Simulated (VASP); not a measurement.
**Pb: single point with PBE**

Pb:

```
Pb
1.0
     0.00000    3.36880    3.36880
     3.36880    0.00000    3.36880
     3.36880    3.36880    0.00000
Pb
2
Direct
  0.00000 0.00000 0.00000
  0.25000 0.25000 0.25000
```

This cell differs from its parent crystal: volume scaled by 0.94.

| Item | Value |
| --- | --- |
| Program | VASP 6.6.1 |
| Task | single point |
| Functional | PBE |
| Potentials or basis | VASP PAW PBE potentials, release 64 (Pb_d) |
| Cutoff | 520 eV |
| k mesh | 8 × 8 × 8 |
| Occupations | fermi-dirac, width 0.05 eV |
| Spin | no spin polarisation |

```
Pressure               : 4.9 GPa
Band gap on the k mesh : zero (band 14 reaches 5.36 eV, above the bottom of band 15 at 4.10 eV)
```

Levels at points of the mesh, in eV from the Fermi level:
| k point | band 12 | band 13 | band 14 | band 15 | band 16 | band 17 |
| --- | --- | --- | --- | --- | --- | --- |
| (0.00, 0.00, 0.00) | -3.64 | 0.37 | 0.37 | 0.37 | 2.40 | 2.40 |
| (0.50, 0.00, 0.00) | -7.27 | -1.00 | -0.88 | -0.88 | 3.56 | 3.56 |
| (0.50, 0.50, 0.00) | -8.71 | -2.21 | -2.21 | 0.78 | 0.78 | 7.51 |

Run time: 24 s on 1 thread of AMD EPYC 9R45 96-Core Processor (Zen 5) (shared host), peak memory 0.18 GiB.

Caveat: spin-orbit coupling is left out, which moves the levels of the heavy elements.
